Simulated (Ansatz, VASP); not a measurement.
## Tl3HBr2 in VASP and in Ansatz

```
Tl H Br
1.0
     8.02120    0.00000    0.00000
    -4.01060    6.94657    0.00000
     0.00000    0.00000    4.67013
Tl H Br
3 1 2
Direct
  0.50000 0.50000 0.50000
  0.50000 0.00000 0.50000
  0.00000 0.50000 0.50000
  0.00000 0.00000 0.00000
  0.66667 0.33333 0.00000
  0.33333 0.66667 0.00000
```

Change from the starting cell: species swapped into the ZrCo3B2 type (P6/mmm, No. 191).

Alike in both runs: task relaxation of cell and atoms; functional PBE; k mesh 6 × 6 × 8; occupations gaussian, width 0.1 eV; no spin polarisation.

```csv
,VASP,Ansatz
version,VASP 6.6.1,Ansatz 0.2.0
potentials or method,"VASP PAW PBE potentials, release 64 (Tl_d, H, Br), cutoff 600 eV","scalar-relativistic, plane waves, PAW"
valence electrons in the cell,54,54
```

|  | VASP | Ansatz | Ansatz less VASP |
| --- | --- | --- | --- |
| gap on the k mesh at the Fermi level, each at its own relaxed structure (eV) | none | none | - |
| relaxed volume (Å³/atom) | 43.46 | 43.40 | -0.061 |
| relaxed cell length with the largest relative difference (Å) | 8.054 | 8.047 | -0.0064 |

A gap of «none» marks a metal or a gap that the smearing closes.

Neither program's run includes spin-orbit coupling.
